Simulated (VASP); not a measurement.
# Ru (P6/mmm) in VASP: further runs

Runs on Ru. Level: PBEsol. Tasks: single point.

All numbers are computed with VASP 6.6.1; they aren't measurements. Logs are shortened: lines on timing, memory, paths and dates and some standing lists are left out, and cuts for length are marked.

### Step 1. The cell of the first run

Symmetry: P6/mmm, No. 191, hexagonal system. The conventional cell has a = 2.181 Å, b = 2.181 Å, c = 2.035 Å, α = 90.00°, β = 90.00°, γ = 120.00°. Within 2.7 Å of Ru (site symmetry 6/mmm) lie 8 Ru at 2.03 to 2.18 Å.

This isn't the form of Ru at room conditions, which is hcp.

### Step 2. Single point, PBEsol

INCAR

```
ALGO = Normal
EDIFF = 1E-6
ENCUT = 560
GGA = PS
GGA_COMPAT = F
ISIF = 2
ISMEAR = -1
LASPH = T
LCHARG = T
LELF = T
LREAL = F
LVHAR = T
LWAVE = F
NBANDS = 14
NELM = 120
PREC = Accurate
SIGMA = 0.1
```

KPOINTS

```
k-points
0
Gamma
  20 20 19
```

POSCAR

```
Ru
1.0
    2.1808202529      0.0000000000      0.0000000000
   -1.0904101264      1.8886457401      0.0000000000
    0.0000000000      0.0000000000      2.0347855837
Ru
1
Direct
    0.0000000000      0.0000000000      0.0000000000
```

Potentials or basis: VASP PAW PBE potentials, release 64 (Ru_sv).

Started as:

```sh
> cat potpaw_PBE.64/Ru_sv/POTCAR > POTCAR
> mpirun -np 1 vasp_std > vasp.out
```

OUTCAR:

```text
EDIFF = 1E-6
   ENCUT = 560
   GGA = PS
   ISIF = 2
   ISMEAR = -1
   LASPH = T
   LREAL = F
   NELM = 120
   PREC = Accurate

 ion  position               nearest neighbor table
   1  0.000  0.000  0.000-

  LATTYP: Found a hexagonal cell.
 ALAT       =     2.1808202529
 C/A-ratio  =     0.9330368154

  Lattice vectors:

 A1 = (   2.1808202529,   0.0000000000,   0.0000000000)
 A2 = (  -1.0904101264,   1.8886457401,   0.0000000000)
 A3 = (   0.0000000000,   0.0000000000,   2.0347855837)

Analysis of symmetry for initial positions (statically):
=====================================================================
 Subroutine PRICEL returns:
 Original cell was already a primitive cell.

 Routine SETGRP: Setting up the symmetry group for a
 hexagonal supercell.

 Subroutine GETGRP returns: Found 24 space group operations
 (whereof 24 operations were pure point group operations)
 out of a pool of 24 trial point group operations.

The static configuration has the point symmetry D_6h.

Analysis of symmetry for dynamics (positions and initial velocities):
=====================================================================
 Subroutine PRICEL returns:
 Original cell was already a primitive cell.

 Routine SETGRP: Setting up the symmetry group for a
 hexagonal supercell.

 Subroutine GETGRP returns: Found 24 space group operations
 (whereof 24 operations were pure point group operations)
 out of a pool of 24 trial point group operations.

The dynamic configuration has the point symmetry D_6h.

 Subroutine INISYM returns: Found 24 space group operations
 (whereof 24 operations are pure point group operations),
 and found     1 'primitive' translations

----------------------------------------------------------------------------------------

                                     Primitive cell

  volume of cell :       8.3809

  direct lattice vectors                    reciprocal lattice vectors
     2.180820253  0.000000000  0.000000000     0.458543064  0.264739961  0.000000000
    -1.090410126  1.888645740  0.000000000     0.000000000  0.529479922  0.000000000
     0.000000000  0.000000000  2.034785584     0.000000000  0.000000000  0.491452273

  length of vectors
     2.180820253  2.180820253  2.034785584     0.529479922  0.529479922  0.491452273

  position of ions in fractional coordinates (direct lattice)
     0.000000000  0.000000000  0.000000000

  ion indices of the primitive-cell ions
   primitive index   ion index
                 1           1

----------------------------------------------------------------------------------------

 KPOINTS: k-points

Automatic generation of k-mesh.
 Grid dimensions read from file:
 generate k-points for:   20   20   19

 Generating k-lattice:

  Cartesian coordinates                     Fractional coordinates (reciprocal lattice)
     0.022927153  0.013236998  0.000000000     0.050000000  0.000000000  0.000000000
     0.000000000  0.026473996  0.000000000     0.000000000  0.050000000  0.000000000
     0.000000000  0.000000000  0.025865909     0.000000000  0.000000000  0.052631579

  Length of vectors
     0.026473996  0.026473996  0.025865909

  Shift w.r.t. Gamma in fractional coordinates (k-lattice)
     0.000000000  0.000000000  0.000000000

 Subroutine IBZKPT returns following result:
 ===========================================

 Found    440 irreducible k-points:

 Following reciprocal coordinates:
            Coordinates               Weight
  0.000000  0.000000  0.000000      1.000000
  0.050000  0.000000  0.000000      6.000000
  0.100000  0.000000  0.000000      6.000000
  0.150000  0.000000  0.000000      6.000000
  0.200000  0.000000  0.000000      6.000000
  0.250000  0.000000  0.000000      6.000000
[... 16 lines left out ...]
  0.200000  0.100000  0.000000     12.000000
  0.250000  0.100000  0.000000     12.000000
 [... further k-points ...]
   k-points           NKPTS =    440   k-points in BZ     NKDIM =    440   number of bands    NBANDS=     14
   number of dos      NEDOS =    301   number of ions     NIONS =      1
   total plane-waves  NPLWV =   5184
   dimension x,y,z NGX =    18 NGY =   18 NGZ =   16
   dimension x,y,z NGXF=    36 NGYF=   36 NGZF=   32
   ions per type =               1
   NGX,Y,Z   is equivalent  to a cutoff of  13.72, 13.72, 13.07 a.u.
   NGXF,Y,Z  is equivalent  to a cutoff of  27.44, 27.44, 26.14 a.u.
 SYSTEM =  unknown system
   PREC   = accura    normal or accurate (medium, high low for compatibility)
   ISTART =      0    job   : 0-new  1-cont  2-samecut
   ICHARG =      2    charge: 1-file 2-atom 10-const
   ISPIN  =      1    spin polarized calculation?
   LNONCOLLINEAR =      F non collinear calculations
   LSORBIT =      F    spin-orbit coupling
   LASPH  =      T    aspherical Exc in radial PAW
   ENCUT  =  560.0 eV  41.16 Ry    6.42 a.u.   4.21  4.21  3.93*2*pi/ulx,y,z
   NELM   =    120;   NELMIN=  2; NELMDL= -5     # of ELM steps
   EDIFF  = 0.1E-05   stopping-criterion for ELM
   LREAL  =      F    real-space projection
   EDIFFG = 0.1E-04   stopping-criterion for IOM
   NSW    =      0    number of steps for IOM
   IBRION =     -1    ionic relax: 0-MD 1-quasi-New 2-CG
   NFREE  =      0    steps in history (QN), initial steepest desc. (CG)
   ISIF   =      2    stress and relaxation
   ISYM   =      2    0-nonsym 1-usesym 2-fastsym
   POTIM  = 0.5000    time-step for ionic-motion
   TEBEG  =    0.0;   TEEND  =   0.0 temperature during run
   PSTRESS=    0.0 pullay stress
   NELECT =      16.0000    total number of electrons
   NUPDOWN=      -1.0000    fix difference up-down
   EMIN   =  10.00;   EMAX   =-10.00  energy-range for DOS
   EFERMI =   0.00;   METHOD = LEGACY
   ISMEAR =    -1;   SIGMA  =   0.10  broadening in eV -4-tet -1-fermi 0-gaus
   EFERMI_NEDOS =   21; number of points for ismear=-14 and -15
   IALGO  =     38    algorithm
   IMIX   =      4    mixing-type and parameters
     AMIX     =   0.40;   BMIX     =  1.00
     AMIX_MAG =   1.60;   BMIX_MAG =  1.00
  volume/ion in A,a.u.               =       8.38        56.56
  Fermi-wavevector in a.u.,A,eV,Ry     =   2.030884  3.837815 56.117099  4.124490
  Thomas-Fermi vector in A             =   3.038760
   LORBIT       =      0    0 simple, 1 ext, 2 COOP (PROOUT), +10 PAW based schemes
   GGA     = PS    functional components
   LHFCALC =     F    Hartree Fock is set to
   AEXX    =    0.0000 exact exchange contribution
   IVDW    =     0    specifies the selected vdW correction
   LEPSILON=     F    determine dielectric tensor
   LRPA    =     F    only Hartree local field effects (RPA)
 non-spin polarized calculation
  energy-cutoff  :      560.00
  volume of cell :        8.38
 maximum number of plane-waves:       264
 NGX is ok and might be reduce to    18

 number of electron      16.0000004 magnetization

 Free energy of the ion-electron system (eV)
  ---------------------------------------------------
  ext. energy  EPLUGINS =         0.00000000
  ---------------------------------------------------
  free energy    TOTEN  =        -3.26821394 eV

  energy without entropy =       -3.25019952  energy(sigma->0) =       -3.25920673

 E-fermi :  27.7328     XC(G=0): -17.5635

 val. band max:       27.7255513510   @ k =   0.3500   0.3000   0.0000
 cond. band min:      27.7494445783   @ k =   0.1000   0.0000   0.2632
 fundamental gap:      0.0238932273
 Fermi energy:        27.7328182521

 k-point     1 :       0.0000    0.0000    0.0000
  band No.  band energies     occupation
      1     -48.0369      2.00000
      2     -14.8866      2.00000
      3     -14.8866      2.00000
      4     -14.6740      2.00000
      5      15.9527      2.00000
      6      17.2730      2.00000
      7      22.0546      2.00000
      8      22.0546      2.00000
      9      32.1608      0.00000
     10      32.1609      0.00000
     11      40.8715      0.00000
     12      49.4389      0.00000
     13      56.0287      0.00000
     14      56.0287      0.00000

 k-point     2 :       0.0500    0.0000    0.0000
  band No.  band energies     occupation
      1     -48.0087      2.00000
      2     -15.0324      2.00000
      3     -14.9181      2.00000
      4     -14.6585      2.00000
      5      16.0734      2.00000
      6      17.4352      2.00000
      7      21.8603      2.00000
      8      22.2333      2.00000
      9      31.9214      0.00000
     10      32.1221      0.00000
     11      41.3363      0.00000
     12      49.8053      0.00000
     13      55.1350      0.00000
     14      55.7430      0.00000

 k-point     3 :       0.1000    0.0000    0.0000
  band No.  band energies     occupation
      1     -47.9262      2.00000
      2     -15.4478      2.00000
      3     -15.0087      2.00000
      4     -14.6133      2.00000
      5      16.3682      2.00000
      6      17.9141      2.00000
      7      21.3975      2.00000
      8      22.7625      2.00000
      9      31.2704      0.00000
     10      32.0108      0.00000
     11      42.6410      0.00000
     12      50.8213      0.00000
     13      53.2364      0.00000
     14      54.9932      0.00000
[... 324 lines left out ...]
 k-point    23 :       0.2000    0.1000    0.0000
  band No.  band energies     occupation
      1     -47.3779      2.00000
      2     -17.7427      2.00000
      3     -15.7277      2.00000
      4     -14.3196      2.00000
      5      17.6495      2.00000
      6      18.6798      2.00000
      7      21.8073      2.00000
      8      27.5664      1.68170
      9      28.2053      0.01759
     10      31.1048      0.00000
     11      46.7300      0.00000
     12      48.5965      0.00000
     13      52.6160      0.00000
     14      56.2291      0.00000

 k-point    24 :       0.2500    0.1000    0.0000
  band No.  band energies     occupation
      1     -47.1905      2.00000
      2     -18.4313      2.00000
      3     -15.9580      2.00000
      4     -14.2219      2.00000
      5      17.4895      2.00000
      6      18.6063      2.00000
      7      23.3412      2.00000
      8      27.4038      1.92820
      9      29.3471      0.00000
     10      30.8169      0.00000
     11      45.3631      0.00000
     12      48.1414      0.00000
     13      53.3442      0.00000
     14      57.1331      0.00000

 [... further k-points ...]
[... 5 lines left out ...]
  --------------------------------------------------------------------------------------
  -------------------------------------------------------------------------------------
  Total       27.1619602     27.1619602     27.1032153      0.0000000      0.0000000      0.0000000
  in kB     5192.5736335   5192.5736335   5181.3433199      0.0000001      0.0000000      0.0000000
  external PRESSURE =    5188.8301956 kB  Pullay stress =       0.0000000 kB

 VOLUME and BASIS-vectors are now :
 -----------------------------------------------------------------------------
  energy-cutoff  :      560.00
  volume of cell :        8.38
      direct lattice vectors                 reciprocal lattice vectors
     2.180820253  0.000000000  0.000000000     0.458543064  0.264739961  0.000000000
    -1.090410126  1.888645740  0.000000000     0.000000000  0.529479922  0.000000000
     0.000000000  0.000000000  2.034785584     0.000000000  0.000000000  0.491452273

 POSITION                                       TOTAL-FORCE (eV/Angst)
 -----------------------------------------------------------------------------------
      0.00000      0.00000      0.00000         0.000000      0.000000      0.000000
 -----------------------------------------------------------------------------------
    total drift:                               -0.000000      0.000000      0.000000

  FREE ENERGIE OF THE ION-ELECTRON SYSTEM (eV)
  ---------------------------------------------------
  free  energy   TOTEN  =        -3.2682139442 eV

  energy  without entropy=       -3.2501995218  energy(sigma->0) =       -3.25920673
```

It took 23 s on 1 thread of Intel Xeon Platinum 8488C (Sapphire Rapids), shared host; peak memory 0.16 GiB.

What came out:

- Free energy: -3.2682 eV
- Pressure: 518.9 GPa
- Band gap on the k mesh: zero (bands 8 and 9 overlap by 8.36 eV)

Caveat: atoms lie so close that the PAW spheres overlap strongly, which falsifies energies and pressures; the cell stands under pressure; the PAW data sets were made with another functional, which shifts forces and pressure a little.

### Step 3. Single point, PBEsol

This run uses another cell than the first one: it holds 3 atoms, not 1.

INCAR

```
SYSTEM = Ru
PREC     = Accurate       ! precision mode
ENCUT    = 560            ! plane-wave cutoff, eV
EDIFF    = 1E-6           ! SCF threshold, eV
ISMEAR   = -1             ! smearing method
SIGMA    = 0.1            ! smearing width, eV
LREAL    = .FALSE.        ! projectors in reciprocal space
LASPH    = .TRUE.         ! aspherical terms in the spheres
NELM     = 120            ! most SCF steps
ALGO     = Normal         ! electronic algorithm
ISIF     = 2              ! what is computed and relaxed
LWAVE    = .FALSE.        ! write WAVECAR
LCHARG   = .FALSE.        ! write CHGCAR
GGA      = PS             ! functional
NBANDS   = 31             ! bands
GGA_COMPAT= .FALSE.
```

KPOINTS

```
Automatic mesh
0
G
  10 10 14
  0 0 0
```

POSCAR

```
Ru
1.0
    3.5963798116      0.0000000000      0.0000000000
   -1.7981899058      3.1145562785      0.0000000000
    0.0000000000      0.0000000000      2.2014175082
Ru
3
Direct
    0.0000000000      0.0000000000      0.0000000000
    0.3333333333      0.6666666667      0.5000000000
    0.6666666667      0.3333333333      0.5000000000
```

Potentials or basis: VASP PAW PBE potentials, release 64 (Ru_sv).

Started as:

```sh
> cat potpaw_PBE.64/Ru_sv/POTCAR > POTCAR
> mpirun -np 1 vasp_std > vasp.out
```

It took 66 s on 1 thread of Intel Xeon Platinum 8259CL at 2.50GHz (Skylake/Cascade Lake), shared host; peak memory 0.19 GiB.

Results (log left out):

```yaml
Free_energy: -13.1665 eV
Pressure: 519.0 GPa
Band_gap_on_the_k_mesh: zero (bands 24 and 25 overlap by 5.21 eV)
```

Stress tensor (GPa, compression positive):
```
518.94   0.00   0.00
  0.00 518.94   0.00
  0.00   0.00 519.19
```

Levels at points of the mesh, in eV from the Fermi level:
```csv
k point,band 20,band 21,band 22,band 23,band 24,band 25,band 26,band 27,band 28,band 29
"(0.00, 0.00, 0.00)",-5.89,-4.67,-4.67,-2.98,-2.98,-2.85,-2.85,3.95,3.95,13.79
"(0.50, 0.00, 0.00)",-5.24,-4.66,-2.26,-2.19,1.30,1.86,1.94,1.94,2.34,3.02
"(0.00, 0.00, 0.50)",-4.32,-3.65,-3.65,1.29,1.29,2.84,2.84,5.80,7.92,8.97
"(0.50, 0.00, 0.50)",-4.57,-3.35,-1.56,-0.19,0.60,1.82,2.91,4.98,5.82,9.57
```

Caveat: the cell stands under pressure; the PAW data sets were made with another functional, which shifts forces and pressure a little.

The gap in the log of VASP goes by the Fermi energy; the results here count the filled bands.